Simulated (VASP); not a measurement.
Input of a VASP 6.6.1 run:

The input INCAR:

```
  ALGO = Normal
  EDIFF = 1E-7
  ENCUT = 520
  GGA = CA
  ISIF = 2
  ISMEAR = 0
  LASPH = T
  LCHARG = T
  LELF = T
  LREAL = F
  LVHAR = T
  LWAVE = F
  NBANDS = 11
  NELM = 100
  PREC = Accurate
  SIGMA = 0.1
```

KPOINTS

```
k-points
0
Gamma
  8 8 8
```

The input POSCAR:

```
MgO
1.0
    0.0000000000      2.1245000000      2.1245000000
    2.1245000000      0.0000000000      2.1245000000
    2.1245000000      2.1245000000      0.0000000000
Mg O
1 1
Direct
    0.0000000000      0.0000000000      0.0000000000
    0.5000000000      0.5000000000      0.5000000000
```

Potentials or basis: VASP PAW LDA potentials, release 64 (Mg, O).

Command:

```console
$ cat potpaw_LDA.64/Mg/POTCAR potpaw_LDA.64/O/POTCAR > POTCAR
$ mpirun -np 1 vasp_std > vasp.out
```

Question: Estimate the band gap on the k mesh.

Answer: 4.41 eV, direct.

Question: Estimate the pressure.

Answer: -11.4 GPa.
